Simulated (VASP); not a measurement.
# Pd (P6_3/mmc) in VASP: a series of runs

Runs on Pd. Level: PBE. Tasks: single point.

Everything below comes from runs of VASP 6.6.1. Logs are shortened: lines on timing, memory, paths and dates and some standing lists are left out, and cuts for length are marked.

## 1. The cell of the first run

The structure is hexagonal, space group P6_3/mmc (No. 194). Conventional cell: a = 2.736 Å, b = 2.736 Å, c = 4.550 Å, α = 90.00°, β = 90.00°, γ = 120.00°. Pd (site symmetry -6m2) has 12 Pd at 2.74 to 2.77 Å within 3.6 Å.

This isn't the form of Pd at room conditions, which is fcc.

## 2. Single point, PBE, collinear spin (14.75 Å³/atom)

File INCAR:

```
SYSTEM = Pd
  ALGO = Normal
  EDIFF = 1E-7
  ENCUT = 520
  GGA = PE
  ISIF = 2
  ISMEAR = -1
  ISPIN = 2
  LASPH = .TRUE.
  LCHARG = .FALSE.
  LMAXMIX = 4
  LORBIT = 11
  LREAL = .FALSE.
  LWAVE = .FALSE.
  MAGMOM = 0.6 0.6
  NBANDS = 21
  NELM = 150
  PREC = Accurate
  SIGMA = 0.05
```

File KPOINTS:

```
k-points
0
G
  14 14 7
  0 0 0
```

File POSCAR:

```
Pd
1.0
    2.7364751659      0.0000000000      0.0000000000
   -1.3682375830      2.3698570105      0.0000000000
    0.0000000000      0.0000000000      4.5504220270
Pd
2
Direct
    0.6666666667      0.3333333333      0.7500000000
    0.3333333333      0.6666666667      0.2500000000
```

Potentials or basis: VASP PAW PBE potentials, release 64 (Pd).

The run is started by

```sh
> cat potpaw_PBE.64/Pd/POTCAR > POTCAR
> mpirun -np 1 vasp_std > vasp.out
```

OUTCAR:

```text
SYSTEM = Pd
   EDIFF = 1E-7
   ENCUT = 520
   GGA = PE
   ISIF = 2
   ISMEAR = -1
   ISPIN = 2
   LASPH = .TRUE.
   LORBIT = 11
   LREAL = .FALSE.
   NELM = 150
   PREC = Accurate

 ion  position               nearest neighbor table
   1  0.667  0.333  0.750-   2 2.77   2 2.77   2 2.77   2 2.77   2 2.77   2 2.77
   2  0.333  0.667  0.250-   1 2.77   1 2.77   1 2.77   1 2.77   1 2.77   1 2.77

  LATTYP: Found a hexagonal cell.
 ALAT       =     2.7364751659
 C/A-ratio  =     1.6628771508

  Lattice vectors:

 A1 = (   2.7364751659,   0.0000000000,   0.0000000000)
 A2 = (  -1.3682375830,   2.3698570105,   0.0000000000)
 A3 = (   0.0000000000,   0.0000000000,   4.5504220270)

Analysis of symmetry for initial positions (statically):
=====================================================================
 Subroutine PRICEL returns:
 Original cell was already a primitive cell.

 Routine SETGRP: Setting up the symmetry group for a
 hexagonal supercell.

 Subroutine GETGRP returns: Found 24 space group operations
 (whereof 12 operations were pure point group operations)
 out of a pool of 24 trial point group operations.

The static configuration has the point symmetry D_3d.
 The point group associated with its full space group is D_6h.

Analysis of symmetry for dynamics (positions and initial velocities):
=====================================================================
 Subroutine PRICEL returns:
 Original cell was already a primitive cell.

 Routine SETGRP: Setting up the symmetry group for a
 hexagonal supercell.

 Subroutine GETGRP returns: Found 24 space group operations
 (whereof 12 operations were pure point group operations)
 out of a pool of 24 trial point group operations.

The dynamic configuration has the point symmetry D_3d.
 The point group associated with its full space group is D_6h.

Analysis of structural, dynamic, and magnetic symmetry:
=====================================================================
 Subroutine PRICEL returns:
 Original cell was already a primitive cell.

 Routine SETGRP: Setting up the symmetry group for a
 hexagonal supercell.

 Subroutine GETGRP returns: Found 24 space group operations
 (whereof 12 operations were pure point group operations)
 out of a pool of 24 trial point group operations.

The overall configuration has the point symmetry D_3d.
 The point group associated with its full space group is D_6h.

 Subroutine INISYM returns: Found 24 space group operations
 (whereof 12 operations are pure point group operations),
[... 116 lines left out ...]
     AMIX_MAG =   1.60;   BMIX_MAG =  1.00
  volume/ion in A,a.u.               =      14.75        99.57
  Fermi-wavevector in a.u.,A,eV,Ry     =   1.438014  2.717452 28.135265  2.067884
  Thomas-Fermi vector in A             =   2.557028
   LORBIT       =     11    0 simple, 1 ext, 2 COOP (PROOUT), +10 PAW based schemes
   GGA     = PE    functional components
   LHFCALC =     F    Hartree Fock is set to
   AEXX    =    0.0000 exact exchange contribution
   IVDW    =     0    specifies the selected vdW correction
   LEPSILON=     F    determine dielectric tensor
   LRPA    =     F    only Hartree local field effects (RPA)
 spin polarized calculation
  energy-cutoff  :      520.00
  volume of cell :       29.51
 maximum number of plane-waves:       807
   NGX = 11   NGY = 11   NGZ = 17

 number of electron      20.0000000 magnetization       0.6552512

 Free energy of the ion-electron system (eV)
  ---------------------------------------------------
  ext. energy  EPLUGINS =         0.00000000
  ---------------------------------------------------
  free energy    TOTEN  =       -10.36055596 eV

  energy without entropy =      -10.32490328  energy(sigma->0) =      -10.34272962

 E-fermi :   9.7912     XC(G=0): -13.1814

 val. band max:        9.7879713955   @ k =   0.5000   0.0000   0.4286
 cond. band min:       9.7920166379   @ k =   0.2857   0.2143   0.4286
 fundamental gap:      0.0040452425
 Fermi energy:         9.7911819206

 spin component 1

 k-point     1 :       0.0000    0.0000    0.0000
  band No.  band energies     occupation
      1       2.6300      1.00000
      2       4.3921      1.00000
      3       6.7120      1.00000
      4       6.9177      1.00000
      5       6.9177      1.00000
      6       7.2716      1.00000
[... 565 lines left out ...]
     20      35.9159      0.00000
     21      35.9263      0.00000

 [... further k-points ...]

 spin component 2

 k-point     1 :       0.0000    0.0000    0.0000
  band No.  band energies     occupation
      1       2.6509      1.00000
      2       4.5601      1.00000
      3       6.9649      1.00000
      4       7.1612      1.00000
      5       7.1612      1.00000
      6       7.5225      1.00000
[... 565 lines left out ...]
     20      35.9652      0.00000
     21      36.3423      0.00000

 [... further k-points ...]

------------------------ aborting loop because EDIFF is reached ----------------------------------------

  FORCE on cell =-STRESS in cart. coord.  units (eV):
  Direction    XX          YY          ZZ          XY          YZ          ZX
  --------------------------------------------------------------------------------------
  -------------------------------------------------------------------------------------
  Total        1.4680831      1.4680831      1.4326633     -0.0000000     -0.0000000     -0.0000000
  in kB       79.7068972     79.7068972     77.7838431     -0.0000000     -0.0000000     -0.0000000
  external PRESSURE =      79.0658792 kB  Pullay stress =       0.0000000 kB

 VOLUME and BASIS-vectors are now :
 -----------------------------------------------------------------------------
  energy-cutoff  :      520.00
  volume of cell :       29.51
      direct lattice vectors                 reciprocal lattice vectors
     2.736475166  0.000000000  0.000000000     0.365433611  0.210983193  0.000000000
    -1.368237583  2.369857011  0.000000000     0.000000000  0.421966387  0.000000000
     0.000000000  0.000000000  4.550422027     0.000000000  0.000000000  0.219759836

 POSITION                                       TOTAL-FORCE (eV/Angst)
 -----------------------------------------------------------------------------------
      1.36824      0.78995      3.41282        -0.000000     -0.000000      0.000000
     -0.00000      1.57990      1.13761         0.000000      0.000000      0.000000
 -----------------------------------------------------------------------------------
    total drift:                               -0.000000      0.000000     -0.000000

  FREE ENERGIE OF THE ION-ELECTRON SYSTEM (eV)
  ---------------------------------------------------
  free  energy   TOTEN  =       -10.3605559564 eV

  energy  without entropy=      -10.3249032783  energy(sigma->0) =      -10.34272962

 total charge

# of ion       s       p       d       tot
------------------------------------------
    1        0.489   0.477   8.477   9.443
    2        0.489   0.477   8.477   9.443
--------------------------------------------------
tot          0.978   0.953  16.955  18.886

 magnetization (x)

# of ion       s       p       d       tot
------------------------------------------
    1       -0.001  -0.007   0.335   0.327
    2       -0.001  -0.007   0.335   0.327
--------------------------------------------------
tot         -0.003  -0.014   0.670   0.654
```

stdout:

```text
POSCAR found type information on POSCAR Pd
 POSCAR found :  1 types and       2 ions
 scaLAPACK will be used
 LDA part: xc-table for (Slater+PW92), standard interpolation
 POSCAR, INCAR and KPOINTS ok, starting setup
 FFT: planning ... GRIDC
 FFT: planning ... GRID_SOFT
 FFT: planning ... GRID
 WAVECAR not read
 entering main loop
```

Wall time 3 min (1 thread of Intel Xeon 8259CL, shared host); peak memory 0.21 GiB.

Results:

| Quantity | Value |
| --- | --- |
| Free energy | -10.3606 eV |
| Pressure | 7.9 GPa |
| Net moment | 0.66 μB per cell |
| Site moments | Pd +0.33 μB |
| Valence electrons inside the program's atomic spheres | Pd 9.44 |

Caveat: the cell stands under pressure.

## 3. Single point, PBE, collinear spin (16.31 Å³/atom)

This run uses another cell than the first one, of 16.31 Å³/atom.

File INCAR:

```
SYSTEM = Pd
PREC = Accurate ; ENCUT = 520
EDIFF = 1E-7 ; ISMEAR = -1
SIGMA = 0.05 ; LREAL = .FALSE.
LASPH = .TRUE. ; NELM = 150
ALGO = Normal ; ISIF = 2
LWAVE = .FALSE. ; LCHARG = .FALSE.
ISPIN = 2 ; MAGMOM = 0.6 0.6
LORBIT = 11 ; LMAXMIX = 4
GGA = PE ; NBANDS = 21
```

File KPOINTS:

```
Automatic mesh
0
G
  14 14 7
  0 0 0
```

File POSCAR:

```
Pd
1.0
    2.8293070111      0.0000000000      0.0000000000
   -1.4146535056      2.4502517468      0.0000000000
    0.0000000000      0.0000000000      4.7047899813
Pd
2
Direct
    0.6666666667      0.3333333333      0.7500000000
    0.3333333333      0.6666666667      0.2500000000
```

Potentials or basis: VASP PAW PBE potentials, release 64 (Pd).

The run is started by

```sh
> cat potpaw_PBE.64/Pd/POTCAR > POTCAR
> mpirun -np 1 vasp_std > vasp.out
```

OUTCAR:

```text
SYSTEM = Pd
   PREC = Accurate
   ENCUT = 520
   EDIFF = 1E-7
   ISMEAR = -1
   LREAL = .FALSE.
   LASPH = .TRUE.
   NELM = 150
   ISIF = 2
   ISPIN = 2
   LORBIT = 11
   GGA = PE

 ion  position               nearest neighbor table
   1  0.667  0.333  0.750-   2 2.86   2 2.86   2 2.86   2 2.86   2 2.86   2 2.86
   2  0.333  0.667  0.250-   1 2.86   1 2.86   1 2.86   1 2.86   1 2.86   1 2.86

  LATTYP: Found a hexagonal cell.
 ALAT       =     2.8293070111
 C/A-ratio  =     1.6628771508

  Lattice vectors:

 A1 = (   2.8293070111,   0.0000000000,   0.0000000000)
 A2 = (  -1.4146535056,   2.4502517468,   0.0000000000)
 A3 = (   0.0000000000,   0.0000000000,   4.7047899813)

Analysis of symmetry for initial positions (statically):
=====================================================================
 Subroutine PRICEL returns:
 Original cell was already a primitive cell.

 Routine SETGRP: Setting up the symmetry group for a
 hexagonal supercell.

 Subroutine GETGRP returns: Found 24 space group operations
 (whereof 12 operations were pure point group operations)
 out of a pool of 24 trial point group operations.

The static configuration has the point symmetry D_3d.
 The point group associated with its full space group is D_6h.

Analysis of symmetry for dynamics (positions and initial velocities):
=====================================================================
 Subroutine PRICEL returns:
 Original cell was already a primitive cell.

 Routine SETGRP: Setting up the symmetry group for a
 hexagonal supercell.

 Subroutine GETGRP returns: Found 24 space group operations
 (whereof 12 operations were pure point group operations)
 out of a pool of 24 trial point group operations.

The dynamic configuration has the point symmetry D_3d.
 The point group associated with its full space group is D_6h.

[... 151 lines left out ...]
 number of electron      20.0000000 magnetization       0.8083795

 Free energy of the ion-electron system (eV)
  ---------------------------------------------------
  ext. energy  EPLUGINS =         0.00000000
  ---------------------------------------------------
  free energy    TOTEN  =       -10.34470564 eV

  energy without entropy =      -10.31039128  energy(sigma->0) =      -10.32754846

 E-fermi :   8.2159     XC(G=0): -12.5654

 val. band max:        8.2144132473   @ k =   0.2143   0.0714   0.1429
 cond. band min:       8.2222508036   @ k =   0.2143   0.2143   0.1429
 fundamental gap:      0.0078375564
 Fermi energy:         8.2159281262

 spin component 1

 k-point     1 :       0.0000    0.0000    0.0000
  band No.  band energies     occupation
      1       1.7779      1.00000
      2       3.5045      1.00000
      3       5.5228      1.00000
      4       5.7076      1.00000
      5       5.7076      1.00000
      6       6.0033      1.00000
[... 565 lines left out ...]
     20      33.5056      0.00000
     21      35.0607      0.00000

 [... further k-points ...]

 spin component 2

 k-point     1 :       0.0000    0.0000    0.0000
  band No.  band energies     occupation
      1       1.8017      1.00000
      2       3.7145      1.00000
      3       5.8365      1.00000
      4       6.0065      1.00000
      5       6.0065      1.00000
      6       6.3106      1.00000
[... 565 lines left out ...]
     20      33.5439      0.00000
     21      35.2365      0.00000

 [... further k-points ...]

------------------------ aborting loop because EDIFF is reached ----------------------------------------

  FORCE on cell =-STRESS in cart. coord.  units (eV):
  Direction    XX          YY          ZZ          XY          YZ          ZX
  --------------------------------------------------------------------------------------
  -------------------------------------------------------------------------------------
  Total       -1.6189138     -1.6189138     -1.6553511      0.0000000     -0.0000000     -0.0000000
  in kB      -79.5249265    -79.5249265    -81.3148138      0.0000000     -0.0000000     -0.0000000
  external PRESSURE =     -80.1215556 kB  Pullay stress =       0.0000000 kB

 VOLUME and BASIS-vectors are now :
 -----------------------------------------------------------------------------
  energy-cutoff  :      520.00
  volume of cell :       32.62
      direct lattice vectors                 reciprocal lattice vectors
     2.829307011  0.000000000  0.000000000     0.353443439  0.204060665  0.000000000
    -1.414653506  2.450251747  0.000000000     0.000000000  0.408121329  0.000000000
     0.000000000  0.000000000  4.704789981     0.000000000  0.000000000  0.212549339

 POSITION                                       TOTAL-FORCE (eV/Angst)
 -----------------------------------------------------------------------------------
      1.41465      0.81675      3.52859        -0.000000      0.000000      0.000000
     -0.00000      1.63350      1.17620         0.000000     -0.000000      0.000000
 -----------------------------------------------------------------------------------
    total drift:                               -0.000000      0.000000     -0.000000

  FREE ENERGIE OF THE ION-ELECTRON SYSTEM (eV)
  ---------------------------------------------------
  free  energy   TOTEN  =       -10.3447056416 eV

  energy  without entropy=      -10.3103912767  energy(sigma->0) =      -10.32754846

 total charge

# of ion       s       p       d       tot
------------------------------------------
    1        0.440   0.381   8.433   9.255
    2        0.440   0.381   8.433   9.255
--------------------------------------------------
tot          0.880   0.763  16.867  18.509

 magnetization (x)

# of ion       s       p       d       tot
------------------------------------------
    1       -0.001  -0.007   0.416   0.407
    2       -0.001  -0.007   0.416   0.407
--------------------------------------------------
tot         -0.003  -0.015   0.831   0.814
```

OSZICAR:

```text
N       E                     dE             d eps       ncg     rms          rms(c)
DAV:   1     0.113752156524E+03    0.11375E+03   -0.96887E+03  8064   0.899E+02
DAV:   2    -0.812526657813E+01   -0.12188E+03   -0.11341E+03  9004   0.224E+02
DAV:   3    -0.107922456894E+02   -0.26670E+01   -0.26388E+01  9529   0.350E+01
DAV:   4    -0.108104561677E+02   -0.18210E-01   -0.18208E-01  9506   0.290E+00
DAV:   5    -0.108107566288E+02   -0.30046E-03   -0.30046E-03  9853   0.403E-01    0.846E+00
DAV:   6    -0.103600630738E+02    0.45069E+00   -0.88736E-01  9709   0.885E+00    0.417E+00
DAV:   7    -0.103493137278E+02    0.10749E-01   -0.79937E-03  9504   0.688E-01    0.226E+00
DAV:   8    -0.103446488446E+02    0.46649E-02   -0.11545E-03  9592   0.210E-01    0.585E-01
DAV:   9    -0.103446894924E+02   -0.40648E-04   -0.55716E-05 10446   0.482E-02    0.342E-02
DAV:  10    -0.103447016556E+02   -0.12163E-04   -0.13173E-05  9554   0.260E-02    0.114E-02
DAV:  11    -0.103447049290E+02   -0.32735E-05   -0.28230E-06  9383   0.115E-02    0.556E-03
DAV:  12    -0.103447056925E+02   -0.76347E-06   -0.46180E-07  9727   0.511E-03    0.211E-03
DAV:  13    -0.103447056416E+02    0.50965E-07   -0.43509E-08  6186   0.179E-03
   1 F= -.10344706E+02 E0= -.10327548E+02  d E =-.343144E-01  mag=     0.8084
```

Wall time 2.7 min (1 thread of Intel Xeon 8259CL, shared host); peak memory 0.23 GiB.

What came out:

```
Free energy                                           : -10.3447 eV
Pressure                                              : -8.0 GPa
Net moment                                            : 0.81 μB per cell
Site moments                                          : Pd +0.41 μB
Valence electrons inside the program's atomic spheres : Pd 9.26
```

Stress tensor (GPa, compression positive):
```
-7.95  0.00  0.00
 0.00 -7.95  0.00
 0.00  0.00 -8.13
```

Caveat: the cell stands under tension.

## 4. Single point, PBE, collinear spin (17.08 Å³/atom)

This run uses another cell than the first one, of 17.08 Å³/atom.

File INCAR:

```
SYSTEM = Pd
ALGO = Normal
EDIFF = 1E-7
ENCUT = 520
GGA = PE
ISIF = 2
ISMEAR = -1
ISPIN = 2
LASPH = .TRUE.
LCHARG = .TRUE.
LELF = .TRUE.
LMAXMIX = 4
LORBIT = 11
LREAL = .FALSE.
LVHAR = .TRUE.
LWAVE = .FALSE.
MAGMOM = 0.6 0.6
NBANDS = 21
NELM = 150
PREC = Accurate
SIGMA = 0.05
```

File KPOINTS:

```
k-points
0
G
  14 14 7
  0 0 0
```

File POSCAR:

```
Pd
1.0
    2.8735220749      0.0000000000      0.0000000000
   -1.4367610374      2.4885431152      0.0000000000
    0.0000000000      0.0000000000      4.7783142005
Pd
2
Direct
    0.6666666667      0.3333333333      0.7500000000
    0.3333333333      0.6666666667      0.2500000000
```

The run is started by

```sh
> cat potpaw_PBE.64/Pd/POTCAR > POTCAR
> mpirun -np 1 vasp_std > vasp.out
```

It took 2.7 min on 1 thread of Intel Xeon 8259CL, shared host; peak memory 0.23 GiB.

It converged, with:

```
Free energy                                           : -10.2433 eV
Pressure                                              : -12.8 GPa
Net moment                                            : 0.83 μB per cell
Site moments                                          : Pd +0.42 μB
Valence electrons inside the program's atomic spheres : Pd 9.18
```

Levels at points of the mesh, in eV from the Fermi level:
Spin up:
```tsv
k point	band 7	band 8	band 9	band 10	band 11	band 12	band 13	band 14
(0.00, 0.00, 0.00)	-2.08	-1.51	-1.51	-0.39	-0.39	1.16	5.85	16.85
(0.50, 0.00, 0.00)	-1.49	-0.22	-0.19	-0.07	2.31	3.94	8.77	9.11
```
Spin down:
```tsv
k point	band 6	band 7	band 8	band 9	band 10	band 11	band 12	band 13	band 14	band 15
(0.00, 0.00, 0.00)	-1.76	-1.76	-1.24	-1.24	-0.09	-0.09	1.15	6.06	16.83	18.31
(0.50, 0.00, 0.00)	-1.58	-1.27	0.11	0.13	0.29	2.46	4.10	8.85	9.18	11.65
```

Caveat: the cell stands under tension.

## 5. Overview

| cell | gap on the mesh (eV) | pressure (GPa) | moment (μB) |
| --- | --- | --- | --- |
| a = 2.736, b = 2.736, c = 4.550 Å, angles 90.0, 90.0, 120.0°, 2 atoms | none | 7.9 | 0.66 |
| a = 2.829, b = 2.829, c = 4.705 Å, angles 90.0, 90.0, 120.0°, 2 atoms | none | -8.0 | 0.81 |
| a = 2.874, b = 2.874, c = 4.778 Å, angles 90.0, 90.0, 120.0°, 2 atoms | none | -12.8 | 0.83 |

Alike in all rows: task single point; level PBE; potentials or basis VASP PAW PBE potentials, release 64 (Pd); spin collinear; k mesh 14 × 14 × 7; cutoff (eV) 520; smearing fermi-dirac 0.05 eV.

Caveats: the cell stands under tension (at least some runs); the cell stands under pressure (at least some runs).

Absolute energies hang on the potentials; compare differences alone.
